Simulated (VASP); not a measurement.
Si3Ge: elastic constants with PBE

The system is Si3Ge.

```
Si Ge
1.0
     3.91238    0.00000    0.00000
     0.00000    3.91238    0.00000
     0.00000    0.00000    5.53206
Si Ge
3 1
Direct
  0.00000 0.50000 0.74413
  0.50000 0.00000 0.25587
  0.50000 0.50000 0.50000
  0.00000 0.00000 0.00000
```

- Program: VASP 6.6.1
- Task: elastic constants
- Functional: PBE
- Potentials or basis: VASP PAW PBE potentials, release 64 (Si, Ge_d)
- Cutoff: 500 eV
- k mesh: 10 × 10 × 6
- Occupations: gaussian, width 0.01 eV
- Spin: no spin polarisation
- Dipole correction: no
- Ions in elastic constants: relaxed
- Further INCAR settings: ALGO = Normal; EDIFF = 1e-08; IBRION = 6; POTIM = 0.015; NSW = 1; ISIF = 3

| Item | Value |
| --- | --- |
| Voigt bulk modulus | 82 GPa |
| Highest phonon frequency at Γ | 477 cm⁻¹ |

Phonon frequencies in cm⁻¹ (negative: imaginary):
```csv
q point,frequencies
"(0.000, 0.000, 0.000)",0 0 0 124 124 298 376 376 392 469 477 477
```

Elastic tensor in Voigt notation (GPa, in the Cartesian axes of the cell as first typed):
```
169  25  51   0   0   0
 25 169  51   0   0   0
 51  51 142   0   0   0
  0   0   0  71   0   0
  0   0   0   0  71   0
  0   0   0   0   0  45
```

Clamped-ion elastic tensor (GPa):
```
191   3  51   0   0   0
  3 191  51   0   0   0
 51  51 142   0   0   0
  0   0   0  94   0   0
  0   0   0   0  94   0
  0   0   0   0   0  45
```

Wall time 23 min on 4 MPI ranks on Oxide Virtual Turin-like Processor, on a shared host, peak memory 0.53 GiB a rank.
